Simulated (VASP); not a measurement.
**TiC: single point with PBE**

TiC:

```
Ti C
1.0
     0.00000    2.16641    2.16641
     2.16641    0.00000    2.16641
     2.16641    2.16641    0.00000
Ti C
1 1
Direct
  0.00000 0.00000 0.00000
  0.50000 0.50000 0.50000
```

```yaml
Program: VASP 6.6.1
Task: single point
Functional: PBE
Potentials_or_basis: VASP PAW PBE potentials, release 64 (Ti_sv, C)
Cutoff: 520 eV
k_mesh: 16 × 16 × 16
Occupations: gaussian, width 0.1 eV
Spin: no spin polarisation
Dipole_correction: no
Further_INCAR_settings: ALGO = Normal; EDIFF = 1e-06; NBANDS = 15
```

```yaml
Pressure: 0.2 GPa
Band_gap_on_the_k_mesh: zero (band 8 reaches 10.09 eV, above the bottom of band 9 at 9.00 eV)
```

Levels at points of the mesh, in eV from the Fermi level:
```tsv
k point	band 5	band 6	band 7	band 8	band 9	band 10	band 11	band 12
(0.00, 0.00, 0.00)	-12.39	0.70	0.70	0.70	1.68	1.68	1.68	1.72
(0.50, 0.00, 0.00)	-8.91	-5.83	-2.88	-2.88	2.92	2.92	4.10	8.15
(0.50, 0.50, 0.00)	-10.10	-3.42	-1.61	-0.03	-0.03	2.71	3.52	3.52
```

Run time: 15 s on 1 thread of Intel(R) Xeon(R) 6975P-C (Granite Rapids) (shared host), peak memory 0.17 GiB.
